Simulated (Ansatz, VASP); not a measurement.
## One calculation of Sr, two programs

INCAR

```
  PREC = Accurate
  ENCUT = 520
  EDIFF = 1E-7
  ISMEAR = 0
  SIGMA = 0.15
  LREAL = False
  LASPH = True
  NELM = 60
  ALGO = Fast
  ISIF = 2
  LWAVE = False
  LCHARG = False
  GGA = PE
  NBANDS = 17
```

The input KPOINTS:

```
regular mesh
0
Gamma
  12 12 6
```

Contents of POSCAR:

```
Sr
1.0
    4.5771689351      0.0000000000      0.0000000000
   -2.2885844675      3.5573861572      0.0000000000
    0.0000000000      0.0000000000      6.7678499241
Sr
2
Direct
    0.3333333333      0.6666666667      0.2500000000
    0.6666666667      0.3333333333      0.7500000000
```

Input for Ansatz:

```yaml
crystal:
  lattice:
    - [4.5771689351, 0.0, 0.0]
    - [-2.2885844675, 3.5573861572, 0.0]
    - [0.0, 0.0, 6.7678499241]
  atoms:
    - { symbol: Sr, position: [0.3333333333, 0.6666666667, 0.25] }
    - { symbol: Sr, position: [0.6666666667, 0.3333333333, 0.75] }
basis:
  ecutwfc: 420
kpoints:
  mp_grid: { grid: [12, 12, 6] }
hamiltonian:
  xc: pbe
scf:
  occupations: { method: gaussian, width: 0.15 }
output:
  forces: true
  stress: true
  eigenvalues: true
```

Change from the starting cell: strain +e along x and -e along y +0.0550, strain +e along z and -e/2 along x and y -0.0350.

Alike in both runs: task single point; functional PBE; k mesh 12 × 12 × 6; occupations gaussian, width 0.15 eV; no spin polarisation.

|  | VASP | Ansatz |
| --- | --- | --- |
| version | VASP 6.6.1 | Ansatz 0.2.0 |
| potentials or method | VASP PAW PBE potentials, release 64 (Sr_sv), cutoff 520 eV | scalar-relativistic, plane waves, PAW |
| valence electrons in the cell | 20 | 20 |

```tsv
	VASP	Ansatz	Ansatz less VASP
gap on the k mesh at the Fermi level (eV)	none	none	-
pressure (GPa)	0.1	0.1	0.00
traceless stress, the component that is largest in VASP (GPa)	-1.04	-1.03	+0.002
rms of the force components (eV/Å)	0.067	0.067	-0.0002
```

Atom by atom the forces differ by 0.000 eV/Å (rms over components). A gap of «none» marks a metal or a gap that the smearing closes. With one functional, cell and mesh, what is left measures potentials, basis and numerics.
